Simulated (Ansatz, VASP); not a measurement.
# Bi: VASP beside Ansatz

Contents of INCAR:

```
PREC = Accurate
ENCUT = 500
EDIFF = 1E-6
ISMEAR = 1
SIGMA = 0.05
LREAL = F
LASPH = T
NELM = 120
ALGO = Normal
ISIF = 2
LWAVE = F
LCHARG = F
GGA = PE
IVDW = 13
NBANDS = 14
GGA_COMPAT = F
```

KPOINTS

```
regular mesh
0
Gamma
  9 9 9
```

POSCAR

```
Bi
1.0
   -1.9814305300      1.9814305300      1.9814305300
    1.9814305300     -1.9814305300      1.9814305300
    1.9814305300      1.9814305300     -1.9814305300
Bi
1
Direct
    0.0000000000      0.0000000000      0.0000000000
```

The input input.yaml:

```yaml
crystal:
  lattice: { a: 3.96286106, b: 3.96286106, c: 3.96286106, alpha: 90.0, beta: 90.0, gamma: 90.0 }
  space_group: 229
  reduce_to_primitive: true
  atoms:
    - { symbol: Bi, wyckoff: "2a", position: [0.0, 0.0, 0.0] }
hamiltonian:
  xc: pbe
  pseudopotentials: { kind: paw, source: jth }
  dispersion: d4
kpoints:
  mp_grid: { grid: [9, 9, 9] }
scf:
  occupations: { method: methfessel_paxton, width: 0.05 }
  n_extra_bands: 6
output:
  forces: true
  stress: true
  eigenvalues: true
  dos: { projected: false, de: 0.05, nscf_kmesh: { grid: [14, 14, 14] } }
```

Alike in both runs: functional PBE; dispersion D4; k mesh 9 × 9 × 9; occupations methfessel-paxton of order 1, width 0.05 eV; no spin polarisation.

```csv
,VASP,Ansatz
version,VASP 6.6.1,Ansatz 0.2.0
potentials or method,"VASP PAW PBE potentials, release 64 (Bi_d)",JTH PAW
plane-wave cutoff (eV),500,1800
valence electrons in the cell,15,15
task,single point,density of states
```

|  | VASP | Ansatz | Ansatz less VASP |
| --- | --- | --- | --- |
| gap on the k mesh at the Fermi level (eV) | none | none | - |
| pressure (GPa) | -1.8 | -1.7 | +0.02 |

A gap of «none» marks a metal or a gap that the smearing closes.

Spin-orbit coupling is off throughout.
